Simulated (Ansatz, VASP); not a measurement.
Re in VASP and in Ansatz

```
CELL_PARAMETERS angstrom
0.00000 2.70808 2.70808
2.70808 0.00000 2.70808
2.70808 2.70808 0.00000
ATOMIC_POSITIONS crystal
Re 0.12500 0.12500 0.12500
Re 0.87500 0.87500 0.87500
```

Alike in both runs: task single point; functional PBE; k mesh 16 × 16 × 16; occupations fermi-dirac, width 0.1 eV; no spin polarisation.

|  | VASP | Ansatz |
| --- | --- | --- |
| version | VASP 6.6.1 | Ansatz 0.2.0 |
| potentials or method | VASP PAW PBE potentials, release 64 (Re), cutoff 520 eV | plane waves (420 eV) with PAW, scalar-relativistic |
| valence electrons in the cell | 14 | 30 |

```csv
,VASP,Ansatz,Ansatz less VASP
pressure (GPa),26.6,29.7,+3.07
```

VASP's potentials hold 14 valence electrons a cell and Ansatz's 30, so a difference there can come from the potentials and not from the codes.

Spin-orbit coupling is off throughout.
